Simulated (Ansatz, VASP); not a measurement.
BaTiO3: VASP beside Ansatz

INCAR

```
PREC = Accurate
ENCUT = 520
EDIFF = 1E-7
ISMEAR = -1
SIGMA = 0.05
LREAL = F
LASPH = T
NELM = 100
ALGO = Normal
ISIF = 2
LWAVE = F
LCHARG = T
GGA = CA
LELF = T
LVHAR = T
NBANDS = 28
```

The input KPOINTS:

```
Automatic mesh
0
Gamma
  8 8 8
```

The input POSCAR:

```
BaTiO3
1.0
    3.9254954135      0.0000000000      0.0000000000
    0.0000000000      3.9254954135      0.0000000000
    0.0000000000      0.0000000000      3.9254954135
Ba Ti O
1 1 3
Direct
    0.5000000000      0.5000000000      0.5000000000
    0.0000000000      0.0000000000      0.0000000000
    0.5000000000      0.0000000000      0.0000000000
    0.0000000000      0.5000000000      0.0000000000
    0.0000000000      0.0000000000      0.5000000000
```

Input for Ansatz:

```yaml
crystal:
  lattice:
    - [3.9254954135, 0.0, 0.0]
    - [0.0, 3.9254954135, 0.0]
    - [0.0, 0.0, 3.9254954135]
  atoms:
    - { symbol: Ba, position: [0.5, 0.5, 0.5] }
    - { symbol: Ti, position: [0.0, 0.0, 0.0] }
    - { symbol: O, position: [0.5, 0.0, 0.0] }
    - { symbol: O, position: [0.0, 0.5, 0.0] }
    - { symbol: O, position: [0.0, 0.0, 0.5] }
kpoints:
  mp_grid: { grid: [8, 8, 8] }
  band_path:
    path:
      - [0.0, 0.0, 0.0]
      - [0.0, 0.5, 0.0]
      - [0.5, 0.5, 0.0]
      - [0.0, 0.0, 0.0]
      - [0.5, 0.5, 0.5]
      - [0.0, 0.5, 0.0]
      - [0.5, 0.5, 0.5]
      - [0.5, 0.5, 0.0]
    npoints: 5
scf:
  occupations: { method: fermi_dirac, width: 0.05 }
hamiltonian:
  xc: lda
  pseudopotentials: { kind: all_electron, lapw: { basis_error: 0.001 } }
output:
  forces: true
  stress: true
  eigenvalues: true
```

Change from the starting cell: volume scaled by 0.94.

Alike in both runs: task single point; functional LDA; k mesh 8 × 8 × 8; occupations fermi-dirac, width 0.05 eV; no spin polarisation.

|  | VASP | Ansatz |
| --- | --- | --- |
| version | VASP 6.6.1 | Ansatz 0.2.0 |
| potentials or method | VASP PAW LDA potentials, release 64 (Ba_sv, Ti_sv, O), cutoff 520 eV | all-electron LAPW, scalar-relativistic |

|  | VASP | Ansatz | Ansatz less VASP |
| --- | --- | --- | --- |
| pressure (GPa) | 4.0 | 1.5 | -2.50 |

LDA's correlation is that of Perdew and Zunger in VASP and of Perdew and Wang (1992) in Ansatz. Ansatz ran all-electron here, and VASP with PAW potentials.

Spin-orbit coupling is off throughout.
